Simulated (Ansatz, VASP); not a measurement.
# One calculation of CaO, two programs

```
Ca O
1.0
     4.00074    0.00000    0.00000
    -2.00037    3.46474    0.00000
     0.00000    0.00000    4.75852
Ca O
2 2
Cartesian
  0.0000 2.3098 -0.2974
  2.0004 1.1549 2.0819
  0.0000 2.3098 2.0819
  2.0004 1.1549 4.4611
```

Change from the starting cell: epitaxial_xy strain +0.5%.

Alike in both runs: task single point; functional PBE; k mesh 12 × 12 × 6; occupations fermi-dirac, width 0.02 eV; no spin polarisation.

```csv
,VASP,Ansatz
version,VASP 6.6.1,Ansatz 0.2.0
potentials or method,"VASP PAW PBE potentials, release 64 (Ca_sv, O)","plane waves, PAW"
plane-wave cutoff (eV),520,420
valence electrons in the cell,32,32
```

Ansatz gave:

```
gap on the k mesh at the Fermi level (eV)                     : 3.16
pressure (GPa)                                                : 1.2
traceless stress, the component that is largest in VASP (GPa) : 0.92
```

Problem. Which values does VASP return?

Solution. gap on the k mesh at the Fermi level (eV): 3.14; pressure (GPa): 1.6; traceless stress, the component that is largest in VASP (GPa): 0.97.
